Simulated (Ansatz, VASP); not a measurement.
**One calculation of C, two programs**

```
C
1.0
     2.51745    0.00000    0.00000
     0.00000    2.51745    0.00000
     0.00000    0.00000   20.45030
C
6
Direct
  0.75000 0.00000 0.39119
  0.25000 0.00000 0.43472
  0.25000 0.50000 0.47824
  0.75000 0.50000 0.52176
  0.75000 0.00000 0.56528
  0.25000 0.00000 0.60881
```

Alike in both runs: task single point; functional r2SCAN; k mesh 10 × 10 × 1; occupations fermi-dirac, width 0.02 eV; no spin polarisation.

|  | VASP | Ansatz |
| --- | --- | --- |
| version | VASP 6.6.1 | Ansatz 0.2.0 |
| potentials or method | VASP PAW PBE potentials, release 64 (C) | PAW with Ansatz's default frozen-core files, scalar-relativistic |
| plane-wave cutoff (eV) | 520 | 500 |
| valence electrons in the cell | 24 | 24 |

```tsv
	VASP	Ansatz	Ansatz less VASP
rms of the force components (eV/Å)	1.126	1.142	+0.0153
```

VASP's potentials were made for PBE, not for r2SCAN. Atom by atom the forces differ by 0.021 eV/Å (rms over components).
